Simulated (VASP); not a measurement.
Ti:

```
Ti
1.0
     0.00000    1.97023    1.97023
     1.97023    0.00000    1.97023
     1.97023    1.97023    0.00000
Ti
1
Direct
  0.00000 0.00000 0.00000
```

Base run:

```yaml
Program: VASP 6.6.1
Functional: PBE
Potentials_or_basis: VASP PAW PBE potentials, release 64 (Ti_sv)
Cutoff: 520 eV
k_mesh: 20 × 20 × 20
Occupations: gaussian, width 0.15 eV
Spin: collinear spin, ferromagnetic start
Starting_moments: "[0.625] μB"
Fixed_moment: 0.625 μB
```

Its results: pressure 18.2 GPa; site moments Ti +0.44 μB.

Question: The run is repeated on the same cell with these changes: fixed moment from 0.625 μB to 0.5 μB; moments at the start from [0.62] to [0.5]. What comes out?

Answer: Pressure 17.6 GPa; site moments Ti +0.35 μB.

Caveats: the total moment is fixed, so each spin has its own Fermi level.
